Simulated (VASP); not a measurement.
# Al2O3 in VASP: a series of runs

Al2O3 is run at these levels: PBE; tasks: single point.

Program: VASP 6.6.1. These are calculated values, not measurements. Logs are shortened: lines on timing, memory, paths and dates and some standing lists are left out, and cuts for length are marked.

### Step 1. The cell of the first run

The cell holds an amorphous packing of atoms, 20 atoms: a = 5.710 Å, b = 5.811 Å, c = 5.709 Å, α = 87.23°, β = 90.04°, γ = 89.73°.

### Step 2. Single point, PBE

INCAR reads:

```
PREC = Accurate
ENCUT = 520
EDIFF = 1E-6
ISMEAR = -1
SIGMA = 0.2232
LREAL = False
LASPH = True
NELM = 120
ALGO = Normal
ISIF = 2
LWAVE = False
LCHARG = False
GGA = PE
ISYM = 0
NBANDS = 64
GGA_COMPAT = False
```

KPOINTS reads:

```
regular mesh
0
Gamma
  1 1 1
```

POSCAR reads:

```
Al2O3
1.0
    5.7104520000      0.0137290000     -0.0021660000
    0.0137290000      5.8090040000      0.1390750000
   -0.0021660000      0.1390750000      5.7076010000
Al O
8 12
Direct
    0.7411308691      0.6779096029      0.7623614565
    0.5601642497      0.3361694996      0.0827937241
    0.4616456838      0.1574435958      0.5646635875
    0.9649286046      0.2186417454      0.8362014855
    0.2533878075      0.7808942196      0.9020355442
    0.8895593971      1.0049823199      0.3147001463
    1.0877991040      0.4596946509      0.4116882276
    0.4876024234      0.7565791072      0.3390159732
    0.8045557279      0.6768891517      0.4376161384
    0.6932102648      0.3539148873      0.7607759864
    0.5131942429      0.8530730247      0.6634027935
    1.0498754206      0.1286990475      0.5660685129
    0.9433543991      0.8873184576     -0.0807893735
    0.9096526301      0.2708898261      0.1790062594
    0.3465095280      0.1480547649     -0.0574003293
    0.0983929202      0.5369021036      0.7835534507
    0.5760876741      0.0426017713      0.3415928977
    1.1720205659      0.7523848586      0.2048367909
    0.3648279836      0.4047310503      0.3980800772
    0.5342420227      0.6575164596      0.0256095453
```

Potentials or basis: VASP PAW PBE potentials, release 64 (Al, O).

Started as:

```bash
> cat potpaw_PBE.64/Al/POTCAR potpaw_PBE.64/O/POTCAR > POTCAR
> mpirun -np 1 vasp_gam > vasp.out
```

OUTCAR:

```text
PREC = Accurate
   ENCUT = 520
   EDIFF = 1E-6
   ISMEAR = -1
   LREAL = False
   LASPH = True
   NELM = 120
   ISIF = 2
   GGA = PE
   ISYM = 0

 ion  position               nearest neighbor table
   1  0.741  0.678  0.762-  11 1.73   9 1.89  10 1.90  20 1.91  13 1.93  16 2.20   8 2.83   2 2.83
                             5 2.96   4 2.96   5 3.10   7 3.12   6 3.23   3 3.35
   2  0.560  0.336  0.083-  15 1.85  20 1.89  10 1.99  14 2.10  19 2.17  17 2.20   4 2.81   1 2.83
                             8 2.94   3 2.95   6 2.95   3 3.23   5 3.24
   3  0.462  0.157  0.565-  17 1.60  19 1.77  11 1.85  10 2.11  15 2.25  12 2.36   8 2.72   7 2.87
                             2 2.95   6 2.98   5 3.09   2 3.23   4 3.26   4 3.29   1 3.35
   4  0.965  0.219  0.836-  12 1.72  10 1.78  13 1.96  16 2.01  14 2.02  15 2.29   2 2.81   7 2.83
                             1 2.96   6 2.98   5 3.03   3 3.26   3 3.29   6 3.31
   5  0.253  0.781  0.902-  18 1.79  16 1.83  13 1.88  20 1.88  11 2.05  15 2.22   8 2.83   1 2.96
                             4 3.03   3 3.09   1 3.10   2 3.24
   6  0.890  0.005  0.315-  14 1.70  17 1.81  12 1.88   9 2.06  18 2.28  13 2.41   8 2.72   2 2.95
                             7 2.96   4 2.98   3 2.98   1 3.23   4 3.31
   7  0.088  0.460  0.412-  19 1.62  14 2.04   9 2.06  18 2.08  12 2.09  16 2.19   4 2.83   3 2.87
                             8 2.89   6 2.96   1 3.12
   8  0.488  0.757  0.339-  17 1.74  20 1.92   9 1.94  18 1.96  11 1.97  19 2.18   6 2.72   3 2.72
                             5 2.83   1 2.83   7 2.89   2 2.94
   9  0.805  0.677  0.438-   1 1.89   8 1.94   7 2.06   6 2.06
  10  0.693  0.354  0.761-   4 1.78   1 1.90   2 1.99   3 2.11
  11  0.513  0.853  0.663-   1 1.73   3 1.85   8 1.97   5 2.05
  12  0.050  0.129  0.566-   4 1.72   6 1.88   7 2.09   3 2.36
  13  0.943  0.887  0.919-   5 1.88   1 1.93   4 1.96   6 2.41
  14  0.910  0.271  0.179-   6 1.70   4 2.02   7 2.04   2 2.10
  15  0.347  0.148  0.943-   2 1.85   5 2.22   3 2.25   4 2.29
  16  0.098  0.537  0.784-   5 1.83   4 2.01   7 2.19   1 2.20
  17  0.576  0.043  0.342-   3 1.60   8 1.74   6 1.81   2 2.20
  18  0.172  0.752  0.205-   5 1.79   8 1.96   7 2.08   6 2.28
  19  0.365  0.405  0.398-   7 1.62   3 1.77   2 2.17   8 2.18
  20  0.534  0.658  0.026-   5 1.88   2 1.89   1 1.91   8 1.92

IMPORTANT INFORMATION: All symmetrisations will be switched off!
NOSYMM: (Re-)initialisation of all symmetry stuff for point group C_1.

----------------------------------------------------------------------------------------

                                     Primitive cell

  volume of cell :     189.2212

  direct lattice vectors                    reciprocal lattice vectors
     5.710452000  0.013729000 -0.002166000     0.175118515 -0.000415709  0.000076586
     0.013729000  5.809004000  0.139075000    -0.000415709  0.172248021 -0.004197261
    -0.002166000  0.139075000  5.707601000     0.000076586 -0.004197261  0.175307261

  length of vectors
     5.710468914  5.810684797  5.709295554     0.175119025  0.172299653  0.175357517

  position of ions in fractional coordinates (direct lattice)
     0.741130869  0.677909603  0.762361457
     0.560164250  0.336169500  0.082793724
[... 107 lines left out ...]
   IMIX   =      4    mixing-type and parameters
     AMIX     =   0.40;   BMIX     =  1.00
     AMIX_MAG =   1.60;   BMIX_MAG =  1.00
  volume/ion in A,a.u.               =       9.46        63.85
  Fermi-wavevector in a.u.,A,eV,Ry     =   1.305696  2.467407 23.195774  1.704841
  Thomas-Fermi vector in A             =   2.436548
   LORBIT       =      0    0 simple, 1 ext, 2 COOP (PROOUT), +10 PAW based schemes
   GGA     = PE    functional components
   LHFCALC =     F    Hartree Fock is set to
   AEXX    =    0.0000 exact exchange contribution
   IVDW    =     0    specifies the selected vdW correction
   LEPSILON=     F    determine dielectric tensor
   LRPA    =     F    only Hartree local field effects (RPA)
 non-spin polarized calculation
  energy-cutoff  :      520.00
  volume of cell :      189.22
 maximum number of plane-waves:      2549
 NGX is ok and might be reduce to    42
   NGX = 21   NGY = 21   NGZ = 21

 number of electron      95.9999999 magnetization

 Free energy of the ion-electron system (eV)
  ---------------------------------------------------
  ext. energy  EPLUGINS =         0.00000000
  ---------------------------------------------------
  free energy    TOTEN  =      -139.95783492 eV

  energy without entropy =     -139.95015313  energy(sigma->0) =     -139.95399402

 E-fermi :   7.8427     XC(G=0): -11.0693

 val. band max:        6.2058755132   @ k =   0.0000   0.0000   0.0000
 cond. band min:       9.3779528018   @ k =   0.0000   0.0000   0.0000
 fundamental gap:      3.1720772886
 Fermi energy:         7.8426588995

 k-point     1 :       0.0000    0.0000    0.0000
  band No.  band energies     occupation
      1     -14.5762      2.00000
      2     -13.1977      2.00000
      3     -12.8267      2.00000
      4     -12.6787      2.00000
      5     -12.0612      2.00000
      6     -11.9717      2.00000
[... 52 lines left out ...]
     59      15.1227      0.00000
     60      15.4856      0.00000
 [bands above 60 left out]

------------------------ aborting loop because EDIFF is reached ----------------------------------------

  FORCE on cell =-STRESS in cart. coord.  units (eV):
  Direction    XX          YY          ZZ          XY          YZ          ZX
  --------------------------------------------------------------------------------------
  -------------------------------------------------------------------------------------
  Total        8.2930560      0.3034603     13.3380852     -9.9133061    -12.6934841     -9.2114063
  in kB       70.2191218      2.5694649    112.9364888    -83.9381338   -107.4785098    -77.9949944
  external PRESSURE =      61.9083585 kB  Pullay stress =       0.0000000 kB

 VOLUME and BASIS-vectors are now :
 -----------------------------------------------------------------------------
  energy-cutoff  :      520.00
  volume of cell :      189.22
      direct lattice vectors                 reciprocal lattice vectors
     5.710452000  0.013729000 -0.002166000     0.175118515 -0.000415709  0.000076586
     0.013729000  5.809004000  0.139075000    -0.000415709  0.172248021 -0.004197261
    -0.002166000  0.139075000  5.707601000     0.000076586 -0.004197261  0.175307261

 POSITION                                       TOTAL-FORCE (eV/Angst)
 -----------------------------------------------------------------------------------
      4.23985      4.05418      4.44393         3.323203     -0.052712      1.137009
      3.20323      1.97202      0.51809        -1.441695     -1.137856     -0.701278
      2.63714      0.99946      3.24377        -2.431088      2.329524      7.727839
      5.51137      1.39963      4.80102         2.999619     -0.232195      2.708079
      1.45573      4.66515      5.25651        -0.594183      0.915305      0.178019
      5.07917      0.08492      1.79495         2.774288     -4.245402      0.406910
[... 12 lines left out ...]
      2.08803      2.41146      2.32758         5.647395      0.222730     -1.107158
      3.05974      3.83041      0.23646         1.430802     -2.019896      1.712473
 -----------------------------------------------------------------------------------
    total drift:                                0.000510      0.000242     -0.000642

  FREE ENERGIE OF THE ION-ELECTRON SYSTEM (eV)
  ---------------------------------------------------
  free  energy   TOTEN  =      -139.9578349202 eV

  energy  without entropy=     -139.9501531274  energy(sigma->0) =     -139.95399402
```

OSZICAR:

```text
N       E                     dE             d eps       ncg     rms          rms(c)
DAV:   1     0.805468100668E+03    0.80547E+03   -0.57396E+04   128   0.149E+03
DAV:   2    -0.100995041185E+03   -0.90646E+03   -0.86871E+03   168   0.355E+02
DAV:   3    -0.159726478252E+03   -0.58731E+02   -0.58278E+02   152   0.976E+01
DAV:   4    -0.160489093641E+03   -0.76262E+00   -0.76182E+00   152   0.124E+01
DAV:   5    -0.160499382718E+03   -0.10289E-01   -0.10287E-01   152   0.141E+00    0.267E+01
DAV:   6    -0.140152678830E+03    0.20347E+02   -0.74810E+01   144   0.343E+01    0.954E+00
DAV:   7    -0.140010092599E+03    0.14259E+00   -0.18529E+00   144   0.578E+00    0.496E+00
DAV:   8    -0.139942796846E+03    0.67296E-01   -0.24825E-01   152   0.268E+00    0.155E+00
DAV:   9    -0.139954469886E+03   -0.11673E-01   -0.59926E-02   152   0.142E+00    0.474E-01
DAV:  10    -0.139956859834E+03   -0.23899E-02   -0.82871E-03   144   0.420E-01    0.319E-01
DAV:  11    -0.139957667087E+03   -0.80725E-03   -0.24243E-03   160   0.290E-01    0.125E-01
DAV:  12    -0.139957810178E+03   -0.14309E-03   -0.42231E-04   160   0.116E-01    0.375E-02
DAV:  13    -0.139957827351E+03   -0.17173E-04   -0.93683E-05   152   0.466E-02    0.203E-02
DAV:  14    -0.139957833808E+03   -0.64564E-05   -0.12082E-05   152   0.182E-02    0.587E-03
DAV:  15    -0.139957834940E+03   -0.11327E-05   -0.32825E-06   136   0.987E-03    0.204E-03
DAV:  16    -0.139957834920E+03    0.20274E-07   -0.53113E-07    88   0.354E-03
   1 F= -.13995783E+03 E0= -.13995399E+03  d E =-.768179E-02
```

Run time: 29 s. Hardware: 1 thread of Intel Xeon 6975P-C (Granite Rapids), shared host; peak memory 0.24 GiB.

What came out:

| Quantity | Value |
| --- | --- |
| Free energy | -139.9578 eV |
| Pressure | 6.2 GPa |
| Largest force | 8.429 eV/Å |
| Band gap on the k mesh | 3.17 eV |

Forces in eV/Å, atoms in the order of the input:
```
Al   3.323 -0.053  1.137
Al  -1.442 -1.138 -0.701
Al  -2.431  2.330  7.728
Al   3.000 -0.232  2.708
Al  -0.594  0.915  0.178
Al   2.774 -4.245  0.407
Al  -5.889  2.311 -0.146
Al  -0.896 -2.774 -0.617
O    0.379  0.048 -0.530
O   -1.002 -0.748  0.067
O   -4.854 -0.483  0.365
O    1.037  0.327 -3.075
O   -2.797  2.669 -1.022
O   -0.843  3.018 -2.150
O   -0.664 -0.114 -1.099
O   -0.579 -1.326 -2.156
O    2.864  1.056 -6.859
O    1.536  0.237  5.161
O    5.647  0.223 -1.107
O    1.431 -2.020  1.712
```

Stress tensor (GPa, compression positive):
```
  7.02  -8.39  -7.80
 -8.39   0.26 -10.75
 -7.80 -10.75  11.29
```

Caveat: the k points lie up to 1.10 Å⁻¹ apart.

### Step 3. Single point, PBE

INCAR reads:

```
ALGO = Normal
EDIFF = 1E-6
ENCUT = 520
GGA = PE
GGA_COMPAT = F
ISIF = 2
ISMEAR = -1
ISYM = 0
LASPH = T
LCHARG = F
LREAL = F
LWAVE = F
NBANDS = 64
NELM = 120
PREC = Accurate
SIGMA = 0.1241
```

KPOINTS reads:

```
k-points
0
Gamma
  1 1 1
```

POSCAR reads:

```
Al2O3
1.0
    5.7104520000      0.0137290000     -0.0021660000
    0.0137290000      5.8090040000      0.1390750000
   -0.0021660000      0.1390750000      5.7076010000
Al O
8 12
Direct
    0.8277207077      0.6666109451      0.8029881426
    0.5844716266      0.2880897488      0.0791104500
    0.4543956813      0.1829373610      0.6367840372
    1.0082728019      0.2018612767      0.8221568154
    0.2703264643      0.7301310048      0.8306867557
    0.9609897779     -0.0199849117      0.3036131827
    0.0873416653      0.4901074258      0.4086204505
    0.5071970068      0.7266030608      0.3350394094
    0.8381089678      0.6300113788      0.4826675010
    0.7008739439      0.2781890132      0.7632832001
    0.4319202750      0.8518450005      0.6264903934
    0.0532308399      0.1579449018      0.5219674800
    1.0029597186      0.8860462177      0.8632776771
    0.9258521330      0.3095576234      0.1514686589
    0.3114214239      0.1632544371      0.9720281652
    0.1390401677      0.4849985733      0.7616571278
    0.6448552962      0.0129066604      0.2541142527
    0.1983242079      0.7411016275      0.2324349339
    0.4321090272      0.4176961162      0.4013889304
    0.5591613857      0.6124661991      0.0119120813
```

Potentials or basis: VASP PAW PBE potentials, release 64 (Al, O).

Started as:

```bash
> cat potpaw_PBE.64/Al/POTCAR potpaw_PBE.64/O/POTCAR > POTCAR
> mpirun -np 1 vasp_gam > vasp.out
```

OUTCAR:

```text
EDIFF = 1E-6
   ENCUT = 520
   GGA = PE
   ISIF = 2
   ISMEAR = -1
   ISYM = 0
   LASPH = T
   LREAL = F
   NELM = 120
   PREC = Accurate

 ion  position               nearest neighbor table
   1  0.828  0.667  0.803-  13 1.67   9 1.85  20 1.96  16 2.08  10 2.39   5 2.56   4 2.88   7 2.92
                             2 2.99   5 3.21   8 3.24   4 3.29
   2  0.584  0.288  0.079-  15 1.84  17 1.87  20 1.91  10 1.93  14 2.00  19 2.20   3 2.73   4 2.89
                             1 2.99   8 3.03   6 3.03   3 3.30
   3  0.454  0.183  0.637-  10 1.69  19 1.87  11 1.93  15 2.08  12 2.39  16 2.63   2 2.73   4 2.76
                             5 3.00   7 3.00   8 3.24   2 3.30   4 3.34
   4  0.008  0.202  0.822-  12 1.76  16 1.83  10 1.84  13 1.84  15 1.94  14 2.06   3 2.76   7 2.87
                             1 2.88   2 2.89   6 2.99   5 3.11   1 3.29   6 3.30   3 3.34
   5  0.270  0.730  0.831-  11 1.62  16 1.68  13 1.79  20 2.04  18 2.33   1 2.56   3 3.00   7 3.03
                             4 3.11   8 3.14   8 3.18   1 3.21
   6  0.961  0.980  0.304-  12 1.74  17 1.83  18 1.99  14 2.07   9 2.34  13 2.61   7 2.97   8 2.99
                             4 2.99   2 3.03   7 3.14   4 3.30
[... 185 lines left out ...]
      3     -12.5579      2.00000
      4     -12.3032      2.00000
      5     -12.0862      2.00000
      6     -11.8988      2.00000
[... 52 lines left out ...]
     59      14.9896      0.00000
     60      15.3039      0.00000
 [bands above 60 left out]

------------------------ aborting loop because EDIFF is reached ----------------------------------------

  FORCE on cell =-STRESS in cart. coord.  units (eV):
  Direction    XX          YY          ZZ          XY          YZ          ZX
  --------------------------------------------------------------------------------------
  -------------------------------------------------------------------------------------
  Total        7.8582156      4.3140495      5.7698251      4.3883825     -5.8649894     -0.0504920
  in kB       66.5372330     36.5280017     48.8543731     37.1573956    -49.6601496     -0.4275266
  external PRESSURE =      50.6398692 kB  Pullay stress =       0.0000000 kB

 VOLUME and BASIS-vectors are now :
 -----------------------------------------------------------------------------
  energy-cutoff  :      520.00
  volume of cell :      189.22
      direct lattice vectors                 reciprocal lattice vectors
     5.710452000  0.013729000 -0.002166000     0.175118515 -0.000415709  0.000076586
     0.013729000  5.809004000  0.139075000    -0.000415709  0.172248021 -0.004197261
    -0.002166000  0.139075000  5.707601000     0.000076586 -0.004197261  0.175307261

 POSITION                                       TOTAL-FORCE (eV/Angst)
 -----------------------------------------------------------------------------------
      4.73407      3.99539      4.67405        -2.989762     -3.052281     -0.852862
      3.34138      1.69254      0.49033        -0.126480     -0.327644      1.309224
      2.59594      1.15748      3.65897        -1.932175     -1.004137     -0.950073
      0.04823      1.28707      4.72060         0.706882      0.076667      2.718965
      1.55191      4.36057      4.84219         1.144336      0.408478      5.922465
      5.50048      5.74833      1.86712         0.103769      0.451709     -1.236130
[... 12 lines left out ...]
      2.47240      2.48815      2.34812        -0.831766     -1.293391      0.229022
      3.20145      3.56715      0.15196         1.142802      0.734713     -0.937700
 -----------------------------------------------------------------------------------
    total drift:                                0.000010      0.000544     -0.002182

  FREE ENERGIE OF THE ION-ELECTRON SYSTEM (eV)
  ---------------------------------------------------
  free  energy   TOTEN  =      -141.9969779652 eV

  energy  without entropy=     -141.9969676036  energy(sigma->0) =     -141.99697278
```

It took 27 s on 1 thread of Intel Xeon 6975P-C (Granite Rapids), shared host; peak memory 0.24 GiB.

What came out:

| Quantity | Value |
| --- | --- |
| Free energy | -141.9970 eV |
| Pressure | 5.1 GPa |
| Largest force | 6.046 eV/Å |
| Band gap on the k mesh | 3.35 eV |

Forces on the atoms (eV/Å):
```
Al  -2.990 -3.052 -0.853
Al  -0.126 -0.328  1.309
Al  -1.932 -1.004 -0.950
Al   0.707  0.077  2.719
Al   1.144  0.408  5.922
Al   0.104  0.452 -1.236
Al   1.250 -3.565 -2.197
Al   0.913  0.276 -0.548
O   -2.934  3.439  0.450
O    1.527  0.109  1.884
O    2.643  2.301 -2.661
O    2.346  0.424  0.098
O   -1.027  0.881  0.895
O   -0.386  0.114 -1.510
O    1.129 -0.664 -2.442
O   -1.908  0.860 -1.483
O    0.398 -1.612  0.614
O   -1.170  1.442  0.697
O   -0.832 -1.293  0.229
O    1.143  0.735 -0.938
```

Levels at points of the mesh, in eV from the valence-band top:
```
           k point  band 46  band 47  band 48  band 49  band 50  band 51
(0.00, 0.00, 0.00)    -0.66    -0.30     0.00     3.35     6.65     6.66
```

Caveat: the k points lie up to 1.10 Å⁻¹ apart.

### Step 4. Single point, PBE

INCAR reads:

```
SYSTEM = Al2O3
ALGO = Normal
EDIFF = 1E-6
ENCUT = 520
GGA = PE
GGA_COMPAT = .FALSE.
ISIF = 2
ISMEAR = -1
ISYM = 0
LASPH = .TRUE.
LCHARG = .TRUE.
LELF = .TRUE.
LREAL = .FALSE.
LVHAR = .TRUE.
LWAVE = .FALSE.
NBANDS = 64
NELM = 120
PREC = Accurate
SIGMA = 0.1241
```

KPOINTS reads:

```
k-points
0
G
  1 1 1
  0 0 0
```

POSCAR reads:

```
Al2O3
1.0
    5.7104520000      0.0137290000     -0.0021660000
    0.0137290000      5.8090040000      0.1390750000
   -0.0021660000      0.1390750000      5.7076010000
Al O
8 12
Direct
    0.7892489232      0.6398159661      0.7890698925
    0.5814651182      0.2846784743      0.0572473084
    0.4621927322      0.1124232878      0.5885833366
    1.0324247934      0.2050228000      0.8527166994
    0.2725287631      0.7529074008      0.8887747585
    0.9666516581     -0.0349059495      0.2920916007
    0.0967031103      0.4260768832      0.3901567079
    0.5384594762      0.7098841951      0.3277897594
    0.8456684752      0.6198827648      0.4402614202
    0.7184767646      0.2876713967      0.7906362623
    0.4629991808      0.8209395075      0.6427869948
    0.1320510061      0.1047563089      0.5296081557
    0.9548725883      0.8636227208      0.9029352129
    0.9278592369      0.2481326379      0.1464672630
    0.3607554595      0.0927832268      0.9190009198
    0.1527218169      0.5097986267      0.7399030786
    0.6311665878      0.0372671106      0.3075457068
    0.2030235245      0.7319449560      0.2257451956
    0.3960573918      0.4289784570      0.3837350721
    0.5829872750      0.6226665155      0.0394455402
```

Started as:

```bash
> cat potpaw_PBE.64/Al/POTCAR potpaw_PBE.64/O/POTCAR > POTCAR
> mpirun -np 1 vasp_gam > vasp.out
```

Run time: 27 s. Hardware: 1 thread of Intel Xeon 6975P-C (Granite Rapids), shared host; peak memory 0.24 GiB.

Results (log left out):

| Item | Value |
| --- | --- |
| Free energy | -143.0350 eV |
| Pressure | -0.3 GPa |
| Largest force | 5.602 eV/Å |
| Band gap on the k mesh | 3.51 eV |

Forces in eV/Å, atoms in the order of the input:
```
Al  -0.020 -0.119 -1.980
Al  -1.193 -1.043  3.466
Al   0.201  3.097 -0.527
Al   1.284 -0.962 -1.411
Al  -0.426  0.325  1.544
Al   0.452 -2.275  0.173
Al  -0.964  1.677  0.185
Al  -1.472  0.098  1.963
O   -1.886  1.609  1.006
O    0.897  0.733 -3.481
O    2.202 -3.146 -0.582
O   -1.599  1.279 -0.383
O    0.218  1.903 -0.204
O    2.536  2.055  0.762
O   -1.518  1.645  0.400
O   -2.262 -1.937  1.487
O   -0.316 -1.396  0.381
O   -0.173  2.202 -0.623
O    3.732 -4.169  0.271
O    0.306 -1.576 -2.447
```

Stress tensor (GPa, compression positive):
```
 0.25  1.45 -3.39
 1.45 -5.29 -8.75
-3.39 -8.75  4.26
```

Levels at points of the mesh, in eV from the valence-band top:
```tsv
k point	band 44	band 45	band 46	band 47	band 48	band 49	band 50	band 51	band 52	band 53
(0.00, 0.00, 0.00)	-1.09	-0.97	-0.81	-0.52	0.00	3.51	6.63	7.00	7.69	7.76
```

Caveat: the k points lie up to 1.10 Å⁻¹ apart.

[end of part 1 of 2]
